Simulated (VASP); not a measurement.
Set up this calculation in VASP 6.6.1, as the native input.

```yaml
Task: single point
Functional: PBEsol
Potentials_or_basis: VASP PAW PBE potentials, release 64 (Mo_sv, S)
Cutoff: 520 eV
k_mesh: 12 × 12 × 2
Occupations: gaussian, width 0.05 eV
Spin: no spin polarisation
Dipole_correction: no
Further_INCAR_settings: ALGO = Normal; EDIFF = 1e-07; NBANDS = 35
```

The structure of MoS2 lies in POSCAR:

```
MoS2
1.0
    3.1414322073      0.0000000000      0.0000000000
   -1.5707161036      2.8021768987      0.0000000000
    0.0000000000      0.0000000000     12.5788196111
Mo S
2 4
Direct
    0.3333333333      0.6666666667      0.2500000000
    0.6666666667      0.3333333333      0.7500000000
    0.3333333333      0.6666666667      0.6260538431
    0.6666666667      0.3333333333      0.1260538431
    0.3333333333      0.6666666667      0.8739461569
    0.6666666667      0.3333333333      0.3739461569
```

This cell differs from its parent crystal: strain +0.0300 x Voigt [0, 1, 0, 0, 0, 0].

These files were run (other wordings do the same):

INCAR

```
PREC = Accurate ; ENCUT = 520
EDIFF = 1E-7 ; ISMEAR = 0
SIGMA = 0.05 ; LREAL = False
LASPH = True ; NELM = 80
ALGO = Normal ; ISIF = 2
LWAVE = False ; LCHARG = False
GGA = PS ; NBANDS = 35
```

KPOINTS

```
Automatic mesh
0
Gamma
  12 12 2
```

Potentials or basis: VASP PAW PBE potentials, release 64 (Mo_sv, S).

Command:

```console
$ cat potpaw_PBE.64/Mo_sv/POTCAR potpaw_PBE.64/S/POTCAR > POTCAR
$ mpirun -np 1 vasp_std > vasp.out
```

Results of the run:

```yaml
Pressure: -4.1 GPa
Largest_force: 0.306 eV/Å
Band_gap_on_the_k_mesh: 0.96 eV (least direct gap 1.60 eV)
```

Caveat: the cell differs from its parent crystal (strain +0.0300 x Voigt [0, 1, 0, 0, 0, 0]); the cell stands under tension; the PAW data sets were made with another functional, which shifts forces and pressure a little; this functional lacks dispersion, which binds layers or chains, so the pressure and a relaxed spacing across them are unreliable.

It took 4.1 min on 1 thread of Intel(R) Xeon(R) 6975P-C (Granite Rapids), on a shared host, peak memory 0.39 GiB.
